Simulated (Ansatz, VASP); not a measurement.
# One calculation of Zr2WS4, two programs

```
CELL_PARAMETERS angstrom
0.00000 4.49992 4.49992
4.49992 0.00000 4.49992
4.49992 4.49992 0.00000
ATOMIC_POSITIONS crystal
Zr 0.25000 0.25000 0.25000
Zr 0.75000 0.75000 0.75000
W 0.50000 0.50000 0.50000
S 0.10190 0.69430 0.10190
S 0.10190 0.10190 0.10190
S 0.69430 0.10190 0.10190
S 0.10190 0.10190 0.69430
```

Alike in both runs: functional PBE; k mesh 8 × 8 × 8; occupations gaussian, width 0.1 eV; collinear spin.

Ansatz relaxed the structure, and its values are those at the end. VASP's run is a single point on that final structure, the one shown.

|  | VASP | Ansatz |
| --- | --- | --- |
| version | VASP 6.6.1 | Ansatz 0.2.0 |
| potentials or method | VASP PAW PBE potentials, release 64 (Zr_sv, W_sv, S), cutoff 520 eV | scalar-relativistic, plane waves, PAW |
| valence electrons in the cell | 62 | 62 |

Ansatz gave:

```
gap on the k mesh at the Fermi level (eV)                     : none
pressure (GPa)                                                : 0.0
rms of the force components (eV/Å)                            : 0.006
net moment per atom (μB)                                      : 0.46
size of the moment on the site where the two differ most (μB) : 3.84
```

Q: Which values does VASP return?

A: gap on the k mesh at the Fermi level (eV): none; pressure (GPa): -0.1; rms of the force components (eV/Å): 0.004; net moment per atom (μB): 0.46; size of the moment on the site where the two differ most (μB): 3.14.

Site moments also hang on the region over which each program counts them. A gap of «none» marks a metal or a gap that the smearing closes. Ansatz's warnings: given moment on shells.

Spin-orbit coupling is off throughout.
